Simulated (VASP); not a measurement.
**TePb: single point with HSE06**

TePb:

```
Pb Te
1.0
     5.44339    0.00000    0.00000
    -2.72170    4.71412    0.00000
     0.00000    0.00000    6.78693
Pb Te
2 2
Direct
  0.33333 0.66667 0.25000
  0.66667 0.33333 0.75000
  0.66667 0.33333 0.25000
  0.33333 0.66667 0.75000
```

```yaml
Program: VASP 6.6.1
Task: single point
Functional: HSE06
Potentials_or_basis: VASP PAW PBE potentials, release 64 (Pb_d, Te)
Cutoff: 520 eV
k_mesh: 6 × 6 × 2
Occupations: fermi-dirac, width 0.02 eV
Spin: no spin polarisation
Dipole_correction: no
Grid_for_exact_exchange_PRECFOCK: Normal
Further_INCAR_settings: ALGO = Normal; EDIFF = 1e-06; NBANDS = 28
Share_of_exact_exchange: 0.25
Screening_parameter: 0.2079 1/Å
```

```json
{"Pressure": "-0.2 GPa", "Band gap on the k mesh": "1.35 eV"}
```

Levels at points of the mesh, in eV from the valence-band top:
| k point | band 16 | band 17 | band 18 | band 19 | band 20 | band 21 | band 22 | band 23 | band 24 | band 25 |
| --- | --- | --- | --- | --- | --- | --- | --- | --- | --- | --- |
| (0.00, 0.00, 0.00) | -2.94 | -2.94 | -1.73 | -1.73 | -1.32 | 1.80 | 1.80 | 3.28 | 3.28 | 4.03 |
| (0.50, 0.00, 0.00) | -3.53 | -2.56 | -2.24 | -2.00 | -0.54 | 3.00 | 4.00 | 4.15 | 4.27 | 5.27 |
| (0.00, 0.00, 0.50) | -2.38 | -2.38 | -2.38 | -1.63 | -1.63 | 2.29 | 2.29 | 2.29 | 2.29 | 2.71 |
| (0.50, 0.00, 0.50) | -3.01 | -1.55 | -1.55 | -0.92 | -0.92 | 1.49 | 1.49 | 3.36 | 3.36 | 4.69 |

Wall time 37 min on 4 MPI ranks on Intel(R) Xeon(R) Platinum 8259CL CPU @ 2.50GHz (Skylake/Cascade Lake) (shared host), peak memory 0.48 GiB a rank.

Caveat: the k points lie up to 0.46 Å⁻¹ apart; the PAW data sets were made with another functional, which shifts forces and pressure a little; spin-orbit coupling is left out, which moves the levels of the heavy elements. A k mesh can miss the band edges.
